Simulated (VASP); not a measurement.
**Au: single point with RPBE**

Au:

```xyz
2
Lattice="1.4113 -2.5559 0.0000 1.4113 2.5559 0.0000 0.0000 0.0000 4.8932" Properties=species:S:1:pos:R:3 pbc="T T T"
Au    1.4113   -0.8451    1.2233
Au    1.4113    0.8451    3.6699
```

| Quantity | Value |
| --- | --- |
| Program | VASP 6.6.1 |
| Task | single point |
| Functional | RPBE |
| Potentials or basis | VASP PAW PBE potentials, release 64 (Au) |
| Cutoff | 500 eV |
| k mesh | 7 × 5 × 2 |
| Occupations | gaussian, width 0.1 eV |
| Spin | no spin polarisation |

The pressure is 6.2 GPa, the largest force is 0.098 eV/Å and the band gap on the k mesh is zero (band 11 reaches 12.00 eV, above the bottom of band 12 at 6.46 eV).

Forces on the atoms (eV/Å):
```
Au  -0.070  0.068  0.000
Au   0.070 -0.068  0.000
```

Stress tensor (GPa, compression positive):
```
5.74 1.83 0.00
1.83 6.29 0.00
0.00 0.00 6.49
```

Levels at points of the mesh, in eV from the Fermi level:
```tsv
k point	band 7	band 8	band 9	band 10	band 11	band 12	band 13	band 14	band 15	band 16
(0.00, 0.00, 0.00)	-3.39	-2.99	-2.85	-1.71	-1.65	-0.50	2.91	15.04	16.02	17.18
(0.00, 0.00, 0.50)	-3.69	-3.69	-2.17	-2.17	-2.04	-2.04	10.72	10.72	15.37	15.37
```

It took 26 s on 1 thread of Intel Xeon 8259CL (shared host), peak memory 0.16 GiB.

Caveat: the k points lie up to 0.64 Å⁻¹ apart; the PAW data sets were made with another functional, which shifts forces and pressure a little; spin-orbit coupling is left out, which moves the levels of the heavy elements.
